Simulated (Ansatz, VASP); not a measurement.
## LiF in VASP and in Ansatz

File INCAR:

```
PREC = Accurate
ENCUT = 600
EDIFF = 1E-6
ISMEAR = -1
SIGMA = 0.05
LREAL = False
LASPH = True
NELM = 60
ALGO = Normal
ISIF = 3
LWAVE = False
LCHARG = False
GGA = PS
IVDW = 12
IBRION = 2
NSW = 60
EDIFFG = -0.01
```

KPOINTS

```
Automatic mesh
0
Gamma
  11 11 11
```

The input POSCAR:

```
LiF
1.0
    0.0000000000      2.0140000000      2.0140000000
    2.0140000000      0.0000000000      2.0140000000
    2.0140000000      2.0140000000      0.0000000000
F Li
1 1
Direct
    0.5000000000      0.5000000000      0.5000000000
    0.0000000000      0.0000000000      0.0000000000
```

The input input.yaml:

```yaml
crystal:
  lattice:
    - [0.0, 2.014, 2.014]
    - [2.014, 0.0, 2.014]
    - [2.014, 2.014, 0.0]
  atoms:
    - { symbol: F, position: [0.5, 0.5, 0.5] }
    - { symbol: Li, position: [0.0, 0.0, 0.0] }
hamiltonian:
  xc: pbesol
  pseudopotentials: { kind: paw }
  dispersion: d3bj
kpoints:
  mp_grid: { grid: [11, 11, 11] }
scf:
  occupations: { method: fermi_dirac, width: 0.05 }
output:
  forces: true
  stress: true
  eigenvalues: true
relax:
  f_tol: 0.01
  max_steps: 40
  cell: { stress_tol: 0.05 }
```

Alike in both runs: task relaxation of cell and atoms; functional PBEsol; dispersion D3(BJ); k mesh 11 × 11 × 11; occupations fermi-dirac, width 0.05 eV; no spin polarisation.

|  | VASP | Ansatz |
| --- | --- | --- |
| version | VASP 6.6.1 | Ansatz 0.2.0 |
| potentials or method | VASP PAW PBE potentials, release 64 (F, Li_sv) | Ansatz PAW |
| plane-wave cutoff (eV) | 600 | 420 |
| valence electrons in the cell | 10 | 10 |

Ansatz gave:

```
gap on the k mesh at the Fermi level, each at its own relaxed structure (eV) : 9.42
relaxed volume (Å³/atom)                                                     : 7.72
relaxed cell length with the largest relative difference (Å)                 : 2.796
```

Q: What did VASP give for the same quantities?

A: gap on the k mesh at the Fermi level, each at its own relaxed structure (eV): 9.50; relaxed volume (Å³/atom): 7.67; relaxed cell length with the largest relative difference (Å): 2.788.

VASP's potentials were made for PBE, not for PBEsol.

Noted on VASP's run: the cutoff is short for stress, so the pressure is rough. Noted on Ansatz's run: odd divisions of the mesh miss points on the zone boundary, where band edges often lie, so the gap on the mesh can be too wide; the plane-wave basis is chosen anew once the cell has moved, so the energies of steps on either side of that aren't comparable.
